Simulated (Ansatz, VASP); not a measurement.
## One calculation of Se, two programs

```xyz
3
Lattice="4.2771 0.0000 0.0000 -2.1385 3.7041 0.0000 0.0000 0.0000 4.8525" Properties=species:S:1:pos:R:3 pbc="T T T"
Se    0.9641    0.0000    1.6175
Se   -0.4820    0.8349    3.2350
Se    1.6565    2.8692    0.0000
```

Change from the starting cell: volume scaled by 0.94.

Alike in both runs: task single point; functional PBE; k mesh 6 × 6 × 5; occupations fermi-dirac, width 0.03 eV; no spin polarisation.

|  | VASP | Ansatz |
| --- | --- | --- |
| version | VASP 6.6.1 | Ansatz 0.2.0 |
| potentials or method | VASP PAW PBE potentials, release 64 (Se), cutoff 520 eV | all-electron LAPW, scalar-relativistic |

```tsv
	VASP	Ansatz	Ansatz less VASP
gap on the k mesh at the Fermi level (eV)	1.27	1.28	+0.008
pressure (GPa)	7.3	7.1	-0.20
traceless stress, the component that is largest in VASP (GPa)	2.83	2.75	-0.077
rms of the force components (eV/Å)	0.660	0.630	-0.0297
```

Atom by atom the forces differ by 0.030 eV/Å (rms over components). Ansatz ran all-electron here, and VASP with PAW potentials.
